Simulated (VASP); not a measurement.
# CdSe (F-43m) in VASP: further runs

CdSe is run at these levels: r2SCAN, HSE06; tasks: relaxation of cell and atoms, single point.

Everything below comes from runs of VASP 6.6.1. Logs are shortened: lines on timing, memory, paths and dates and some standing lists are left out, and cuts for length are marked.

## Step 1: The cell of the first run

Symmetry: F-43m, No. 216, cubic system. The conventional cell has a = 6.197 Å, b = 6.197 Å, c = 6.197 Å, α = 90.00°, β = 90.00°, γ = 90.00°. Within 3.5 Å of Cd (site symmetry -43m) lie 4 Se at 2.68 Å. Within 3.5 Å of Se (site symmetry -43m) lie 4 Cd at 2.68 Å.

## Step 2: Relaxation of cell and atoms, r2SCAN

File POSCAR:

```
CdSe
1.0
    0.0000000000      3.0986163506      3.0986163506
    3.0986163506      0.0000000000      3.0986163506
    3.0986163506      3.0986163506      0.0000000000
Cd Se
1 1
Direct
    0.0000000000      0.0000000000      0.0000000000
    0.7500000000      0.7500000000      0.7500000000
```

File INCAR.step1:

```
ALGO = Normal ; EDIFF = 1E-4
ENCUT = 600 ; GGA = PE
ISMEAR = -1 ; LASPH = T
LCHARG = F ; LREAL = F
LWAVE = T ; NELM = 80
PREC = Accurate ; SIGMA = 0.02
```

File INCAR.step2:

```
ALGO = Normal ; EDIFF = 1E-6
EDIFFG = -0.005 ; ENCUT = 600
IBRION = 2 ; ISIF = 3
ISMEAR = -1 ; ISTART = 1
LASPH = T ; LCHARG = F
LMIXTAU = T ; LREAL = F
LWAVE = F ; METAGGA = R2SCAN
NELM = 80 ; NSW = 80
PREC = Accurate ; SIGMA = 0.02
```

File KPOINTS:

```
k-points
0
Gamma
  6 6 6
```

Potentials or basis: VASP PAW PBE potentials, release 64 (Cd, Se).

The run is started by

```sh
> cat potpaw_PBE.64/Cd/POTCAR potpaw_PBE.64/Se/POTCAR > POTCAR
> cp INCAR.step1 INCAR
> mpirun -np 1 vasp_std > vasp.out
> cp INCAR.step2 INCAR
> mpirun -np 1 vasp_std > vasp.out
```

OUTCAR:

```text
EDIFF = 1E-6
   EDIFFG = -0.005
   ENCUT = 600
   IBRION = 2
   ISIF = 3
   ISMEAR = -1
   ISTART = 1
   LASPH = T
   LREAL = F
   METAGGA = R2SCAN
   NELM = 80
   NSW = 80
   PREC = Accurate

 ion  position               nearest neighbor table
   1  0.000  0.000  0.000-   2 2.68   2 2.68   2 2.68   2 2.68
   2  0.750  0.750  0.750-   1 2.68   1 2.68   1 2.68   1 2.68

  LATTYP: Found a face centered cubic cell.
 ALAT       =     6.1972327012

  Lattice vectors:

 A1 = (   0.0000000000,   3.0986163506,   3.0986163506)
 A2 = (   3.0986163506,   0.0000000000,   3.0986163506)
 A3 = (   3.0986163506,   3.0986163506,   0.0000000000)

Analysis of symmetry for initial positions (statically):
=====================================================================
 Subroutine PRICEL returns:
 Original cell was already a primitive cell.

 Routine SETGRP: Setting up the symmetry group for a
 face centered cubic supercell.

 Subroutine GETGRP returns: Found 24 space group operations
 (whereof 24 operations were pure point group operations)
 out of a pool of 48 trial point group operations.

The static configuration has the point symmetry T_d .

Analysis of symmetry for dynamics (positions and initial velocities):
=====================================================================
 Subroutine PRICEL returns:
 Original cell was already a primitive cell.

 Routine SETGRP: Setting up the symmetry group for a
 face centered cubic supercell.

 Subroutine GETGRP returns: Found 24 space group operations
 (whereof 24 operations were pure point group operations)
 out of a pool of 48 trial point group operations.

The dynamic configuration has the point symmetry T_d .

 Subroutine INISYM returns: Found 24 space group operations
 (whereof 24 operations are pure point group operations),
 and found     1 'primitive' translations

----------------------------------------------------------------------------------------

                                     Primitive cell

  volume of cell :      59.5023

  direct lattice vectors                    reciprocal lattice vectors
     0.000000000  3.098616351  3.098616351    -0.161362345  0.161362345  0.161362345
     3.098616351  0.000000000  3.098616351     0.161362345 -0.161362345  0.161362345
     3.098616351  3.098616351  0.000000000     0.161362345  0.161362345 -0.161362345

  length of vectors
     4.382105268  4.382105268  4.382105268     0.279487780  0.279487780  0.279487780

  position of ions in fractional coordinates (direct lattice)
     0.000000000  0.000000000  0.000000000
     0.750000000  0.750000000  0.750000000

  ion indices of the primitive-cell ions
   primitive index   ion index
[... 61 lines left out ...]
   LSORBIT =      F    spin-orbit coupling
   LASPH  =      T    aspherical Exc in radial PAW
   ENCUT  =  600.0 eV  44.10 Ry    6.64 a.u.   8.75  8.75  8.75*2*pi/ulx,y,z
   NELM   =     80;   NELMIN=  2; NELMDL=  0     # of ELM steps
   EDIFF  = 0.1E-05   stopping-criterion for ELM
   LREAL  =      F    real-space projection
   EDIFFG = -.5E-02   stopping-criterion for IOM
   NSW    =     80    number of steps for IOM
   IBRION =      2    ionic relax: 0-MD 1-quasi-New 2-CG
   NFREE  =      1    steps in history (QN), initial steepest desc. (CG)
   ISIF   =      3    stress and relaxation
   ISYM   =      2    0-nonsym 1-usesym 2-fastsym
   POTIM  = 0.5000    time-step for ionic-motion
   TEBEG  =    0.0;   TEEND  =   0.0 temperature during run
   PSTRESS=    0.0 pullay stress
   NELECT =      18.0000    total number of electrons
   NUPDOWN=      -1.0000    fix difference up-down
   EMIN   =  10.00;   EMAX   =-10.00  energy-range for DOS
   EFERMI =   0.00;   METHOD = LEGACY
   ISMEAR =    -1;   SIGMA  =   0.02  broadening in eV -4-tet -1-fermi 0-gaus
   EFERMI_NEDOS =   21; number of points for ismear=-14 and -15
   IALGO  =     38    algorithm
   IMIX   =      4    mixing-type and parameters
     AMIX     =   0.40;   BMIX     =  1.00
     AMIX_MAG =   1.60;   BMIX_MAG =  1.00
  volume/ion in A,a.u.               =      29.75       200.77
  Fermi-wavevector in a.u.,A,eV,Ry     =   1.098975  2.076762 16.432386  1.207746
  Thomas-Fermi vector in A             =   2.235362
   LORBIT       =      0    0 simple, 1 ext, 2 COOP (PROOUT), +10 PAW based schemes
   METAGGA = R2SCAN    functional components
   LHFCALC =     F    Hartree Fock is set to
   AEXX    =    0.0000 exact exchange contribution
   IVDW    =     0    specifies the selected vdW correction
   LEPSILON=     F    determine dielectric tensor
   LRPA    =     F    only Hartree local field effects (RPA)
 conjugate gradient relaxation of ions
 non-spin polarized calculation
  energy-cutoff  :      600.00
  volume of cell :       59.50
 maximum number of plane-waves:      2012
   NGX = 17   NGY = 17   NGZ = 17

--------------------------------------- Ionic step        1  -------------------------------------------

 number of electron      18.0000000 magnetization

 Free energy of the ion-electron system (eV)
  ---------------------------------------------------
  ext. energy  EPLUGINS =         0.00000000
  ---------------------------------------------------
  free energy    TOTEN  =       -35.90742101 eV

  energy without entropy =      -35.90742101  energy(sigma->0) =      -35.90742101

------------------------ aborting loop because EDIFF is reached ----------------------------------------

  FORCE on cell =-STRESS in cart. coord.  units (eV):
  Direction    XX          YY          ZZ          XY          YZ          ZX
  --------------------------------------------------------------------------------------
  -------------------------------------------------------------------------------------
  Total       -0.4900931     -0.4900931     -0.4900931     -0.0000000      0.0000000      0.0000000
  in kB      -13.1964097    -13.1964097    -13.1964097     -0.0000000      0.0000000      0.0000000
  external PRESSURE =     -13.1964097 kB  Pullay stress =       0.0000000 kB
[... 59 lines left out ...]
--------------------------------------- Ionic step        3  -------------------------------------------

 number of electron      17.9999997 magnetization

 Free energy of the ion-electron system (eV)
  ---------------------------------------------------
  ext. energy  EPLUGINS =         0.00000000
  ---------------------------------------------------
  free energy    TOTEN  =       -35.91419670 eV

  energy without entropy =      -35.91419670  energy(sigma->0) =      -35.91419670

 E-fermi :   0.8579     XC(G=0):  -9.2892

 val. band max:        0.4194547266   @ k =   0.0000   0.0000   0.0000
 cond. band min:       1.4392656640   @ k =   0.0000   0.0000   0.0000
 fundamental gap:      1.0198109374
 Fermi energy:         0.8578585589

 k-point     1 :       0.0000    0.0000    0.0000
  band No.  band energies     occupation
      1     -12.4362      2.00000
      2      -7.6582      2.00000
      3      -7.6582      2.00000
      4      -7.6582      2.00000
      5      -7.2890      2.00000
      6      -7.2890      2.00000
      7       0.4195      2.00000
      8       0.4195      2.00000
      9       0.4195      2.00000
     10       1.4393      0.00000
     11       6.8899      0.00000
     12       6.8899      0.00000
     13       6.8899      0.00000
[... 267 lines left out ...]
  FREE ENERGIE OF THE ION-ELECTRON SYSTEM (eV)
  ---------------------------------------------------
  free  energy   TOTEN  =       -35.9141967000 eV

  energy  without entropy=      -35.9141967000  energy(sigma->0) =      -35.91419670

 reached required accuracy - stopping structural energy minimisation
```

OUTCAR.step1:

```text
EDIFF = 1E-4
   ENCUT = 600
   GGA = PE
   ISMEAR = -1
   LASPH = T
   LREAL = F
[... 463 lines left out ...]
 -----------------------------------------------------------------------------------
      0.00000      0.00000      0.00000         0.000000      0.000000      0.000000
      4.64792      4.64792      4.64792        -0.000000     -0.000000     -0.000000
 -----------------------------------------------------------------------------------
    total drift:                                0.000000      0.000000      0.000000

  FREE ENERGIE OF THE ION-ELECTRON SYSTEM (eV)
  ---------------------------------------------------
  free  energy   TOTEN  =        -5.4951907716 eV

  energy  without entropy=       -5.4951907289  energy(sigma->0) =       -5.49519075
```

OSZICAR.step1:

```text
N       E                     dE             d eps       ncg     rms          rms(c)
DAV:   1     0.118407589919E+03    0.11841E+03   -0.95712E+03   416   0.138E+03
DAV:   2    -0.739288948603E+00   -0.11915E+03   -0.11380E+03   491   0.304E+02
DAV:   3    -0.585272785482E+01   -0.51134E+01   -0.51006E+01   491   0.657E+01
DAV:   4    -0.588175888001E+01   -0.29031E-01   -0.29023E-01   466   0.498E+00
DAV:   5    -0.588194377656E+01   -0.18490E-03   -0.18489E-03   476   0.354E-01    0.552E+00
DAV:   6    -0.551460308456E+01    0.36734E+00   -0.69062E-01   560   0.105E+01    0.444E+00
DAV:   7    -0.549407723208E+01    0.20526E-01   -0.15526E-01   446   0.299E+00    0.199E+00
DAV:   8    -0.549494441345E+01   -0.86718E-03   -0.13614E-02   431   0.172E+00    0.231E-01
DAV:   9    -0.549512402723E+01   -0.17961E-03   -0.19904E-03   471   0.645E-01    0.474E-02
DAV:  10    -0.549519077163E+01   -0.66744E-04   -0.21794E-04   340   0.222E-01
   1 F= -.54951908E+01 E0= -.54951908E+01  d E =-.426945E-07
```

It took 4.7 min on 1 thread of AMD EPYC 7R43 (Zen 3), shared host; peak memory 0.2 GiB.

What came out:

| Item | Value |
| --- | --- |
| Free energy | -35.9142 eV |
| Relaxed volume | 28.95 Å³/atom |
| Relaxed cell | a = 4.342 Å, b = 4.342 Å, c = 4.342 Å, α = 60.00°, β = 60.00°, γ = 60.00° |
| Space group after relaxing (to 0.1 Å) | F-43m (No. 216) |
| Energy gained by relaxing | 3.4 meV/atom |
| Ionic steps | 3 |
| Pressure after relaxing | 0.0 GPa |
| Band gap on the k mesh | 1.02 eV |

Step by step:
```csv
step,energy change (eV),largest force (eV/Å),pressure (GPa),volume (Å³)
1,0.0000,0.0000,-1.32,59.50
2,-0.0061,0.0000,0.45,57.42
3,-0.0068,0.0000,0.00,57.90
```

Final structure:
```
CELL_PARAMETERS angstrom
0.00000 3.07058 3.07058
3.07058 0.00000 3.07058
3.07058 3.07058 0.00000
ATOMIC_POSITIONS crystal
Cd 0.00000 0.00000 0.00000
Se 0.75000 0.75000 0.75000
```

Levels at points of the mesh, in eV from the valence-band top:
```tsv
k point	band 6	band 7	band 8	band 9	band 10	band 11	band 12	band 13
(0.00, 0.00, 0.00)	-7.71	0.00	0.00	0.00	1.02	6.47	6.47	6.47
(0.50, 0.00, 0.00)	-7.43	-4.26	-0.72	-0.72	2.82	6.92	6.92	7.73
(0.50, 0.50, 0.00)	-7.36	-3.95	-1.79	-1.79	3.50	4.12	9.55	10.78
```

Caveat: the PAW data sets were made with another functional, which shifts forces and pressure a little.

## Step 3: Single point, HSE06

This run uses another cell than the first one, of 29.09 Å³/atom.

File POSCAR:

```
CdSe
1.0
    0.0000000000      3.0753197222      3.0753197222
    3.0753197222      0.0000000000      3.0753197222
    3.0753197222      3.0753197222      0.0000000000
Cd Se
1 1
Direct
    0.0000000000      0.0000000000      0.0000000000
    0.7500000000      0.7500000000      0.7500000000
```

File INCAR.step1:

```
ALGO     = Normal         # electronic algorithm
EDIFF    = 1E-5           # SCF threshold, eV
ENCUT    = 520            # plane-wave cutoff, eV
GGA      = PE             # functional
ISIF     = 2              # what is computed and relaxed
ISMEAR   = -1             # smearing method
LASPH    = T              # aspherical terms in the spheres
LCHARG   = F              # write CHGCAR
LREAL    = F              # projectors in reciprocal space
LWAVE    = T              # write WAVECAR
NBANDS   = 16             # bands
NELM     = 100            # most SCF steps
PREC     = Accurate       # precision mode
SIGMA    = 0.02           # smearing width, eV
```

File INCAR.step2:

```
ALGO     = Normal         # electronic algorithm
EDIFF    = 1E-6           # SCF threshold, eV
ENCUT    = 520            # plane-wave cutoff, eV
GGA      = PE             # functional
HFSCREEN = 0.2079         # screening, 1/A
ISIF     = 2              # what is computed and relaxed
ISMEAR   = -1             # smearing method
ISTART   = 1            
LASPH    = T              # aspherical terms in the spheres
LCHARG   = F              # write CHGCAR
LHFCALC  = T              # exact exchange
LREAL    = F              # projectors in reciprocal space
LWAVE    = F              # write WAVECAR
NBANDS   = 16             # bands
NELM     = 100            # most SCF steps
PREC     = Accurate       # precision mode
PRECFOCK = Normal       
SIGMA    = 0.02           # smearing width, eV
```

File KPOINTS:

```
k-points
0
Gamma
  4 4 4
```

Potentials or basis: VASP PAW PBE potentials, release 64 (Cd, Se).

The run is started by

```sh
> cat potpaw_PBE.64/Cd/POTCAR potpaw_PBE.64/Se/POTCAR > POTCAR
> cp INCAR.step1 INCAR
> mpirun -np 1 vasp_std > vasp.out
> cp INCAR.step2 INCAR
> mpirun -np 1 vasp_std > vasp.out
```

Run time: 19 min. Hardware: 1 thread of AMD EPYC 7R43 (Zen 3), shared host; peak memory 0.25 GiB.

Results (log left out):

```yaml
Free_energy: -6.8143 eV
Pressure: 0.1 GPa
Band_gap_on_the_k_mesh: 1.48 eV
```

Levels at points of the mesh, in eV from the valence-band top:
| k point | band 7 | band 8 | band 9 | band 10 | band 11 | band 12 |
| --- | --- | --- | --- | --- | --- | --- |
| (0.00, 0.00, 0.00) | 0.00 | 0.00 | 0.00 | 1.48 | 6.97 | 6.97 |
| (0.50, 0.00, 0.00) | -4.46 | -0.75 | -0.75 | 3.34 | 7.45 | 7.45 |
| (0.50, 0.50, 0.00) | -4.18 | -1.86 | -1.86 | 4.01 | 4.71 | 10.16 |

Caveat: the k points lie up to 0.44 Å⁻¹ apart; the PAW data sets were made with another functional, which shifts forces and pressure a little.

## Step 4: Relaxation of cell and atoms, HSE06

This run uses another cell than the first one, of 28.87 Å³/atom.

File POSCAR:

```
CdSe
1.0
    0.0000000000      3.0678016992      3.0678016992
    3.0678016992      0.0000000000      3.0678016992
    3.0678016992      3.0678016992      0.0000000000
Cd Se
1 1
Direct
    0.0000000000      0.0000000000      0.0000000000
    0.7500000000      0.7500000000      0.7500000000
```

File INCAR.step1:

```
SYSTEM = CdSe
PREC = Accurate
ENCUT = 600
EDIFF = 1E-5
ISMEAR = -1
SIGMA = 0.02
LREAL = .FALSE.
LASPH = .TRUE.
NELM = 80
ALGO = Normal
LWAVE = .TRUE.
LCHARG = .FALSE.
GGA = PE
NBANDS = 16
```

File INCAR.step2:

```
SYSTEM = CdSe
PREC = Accurate
ENCUT = 600
EDIFF = 1E-6
ISMEAR = -1
SIGMA = 0.02
LREAL = .FALSE.
LASPH = .TRUE.
NELM = 80
ALGO = Normal
ISIF = 3
LWAVE = .FALSE.
LCHARG = .FALSE.
GGA = PE
LHFCALC = .TRUE.
HFSCREEN = 0.2079
PRECFOCK = Normal
IBRION = 2
NSW = 80
EDIFFG = -0.005
ISTART = 1
```

File KPOINTS:

```
regular mesh
0
G
  4 4 4
  0 0 0
```

The run is started by

```sh
> cat potpaw_PBE.64/Cd/POTCAR potpaw_PBE.64/Se/POTCAR > POTCAR
> cp INCAR.step1 INCAR
> mpirun -np 1 vasp_std > vasp.out
> cp INCAR.step2 INCAR
> mpirun -np 1 vasp_std > vasp.out
```

Run time: 42 min. Hardware: 1 thread of AMD EPYC 7R43 (Zen 3), shared host; peak memory 0.29 GiB.

It converged, with:

* Free energy: -6.8143 eV
* Relaxed volume: 29.16 Å³/atom
* Relaxed cell: a = 4.353 Å, b = 4.353 Å, c = 4.353 Å, α = 60.00°, β = 60.00°, γ = 60.00°
* Space group after relaxing (to 0.1 Å): F-43m (No. 216)
* Energy gained by relaxing: 0.4 meV/atom
* Ionic steps: 3
* Pressure after relaxing: 0.0 GPa
* Band gap on the k mesh: 1.48 eV

The path:
```tsv
step	energy change (eV)	largest force (eV/Å)	pressure (GPa)	volume (Å³)
1	0.0000	0.0000	0.48	57.74
2	-0.0008	0.0000	-0.13	58.47
3	-0.0009	0.0000	0.00	58.32
```

Final structure:
```cif
data_structure
_symmetry_space_group_name_H-M 'P 1'
_symmetry_Int_Tables_number 1
_cell_length_a 4.3529
_cell_length_b 4.3529
_cell_length_c 4.3529
_cell_angle_alpha 60.000
_cell_angle_beta 60.000
_cell_angle_gamma 60.000
_cell_volume 58.32
loop_
_atom_site_label
_atom_site_type_symbol
_atom_site_fract_x
_atom_site_fract_y
_atom_site_fract_z
_atom_site_occupancy
Cd1 Cd 0.00000 0.00000 0.00000 1
Se1 Se 0.75000 0.75000 0.75000 1
```

Levels at points of the mesh, in eV from the valence-band top:
```
           k point  band 5  band 6  band 7  band 8  band 9  band 10  band 11  band 12  band 13
(0.00, 0.00, 0.00)   -8.71   -8.71    0.00    0.00    0.00     1.48     6.97     6.97     6.97
(0.50, 0.00, 0.00)   -8.69   -8.40   -4.45   -0.74   -0.74     3.33     7.45     7.45     8.40
(0.50, 0.50, 0.00)   -8.66   -8.32   -4.17   -1.85   -1.85     4.01     4.71    10.15    11.36
```

Caveat: the k points lie up to 0.44 Å⁻¹ apart in the final cell; the PAW data sets were made with another functional, which shifts forces and pressure a little.

## Step 5: Overview

```csv
task,level,cell,k mesh,cutoff (eV),grid for exact exchange (PRECFOCK),share of exact exchange,screening parameter,gap on the mesh (eV),pressure (GPa),relaxed volume (Å³/atom)
relaxation of cell and atoms,r2SCAN,"relaxed from a = 4.382 Å, angles 60.0°, 2 atoms",6 × 6 × 6,600,-,-,-,1.02,0.0,28.95
single point,HSE06,"a = 4.349 Å, angles 60.0°, 2 atoms",4 × 4 × 4,520,Normal,0.25,0.2079 1/Å,1.48,0.1,-
relaxation of cell and atoms,HSE06,"relaxed from a = 4.339 Å, angles 60.0°, 2 atoms",4 × 4 × 4,600,Normal,0.25,0.2079 1/Å,1.48,0.0,29.16
```

Alike in all rows: potentials or basis VASP PAW PBE potentials, release 64 (Cd, Se); no spin polarisation; smearing fermi-dirac 0.02 eV.

Caveats: some runs use coarse meshes; the PAW data sets were made with another functional, which shifts forces and pressure a little.

Absolute energies hang on the potentials; compare differences alone.
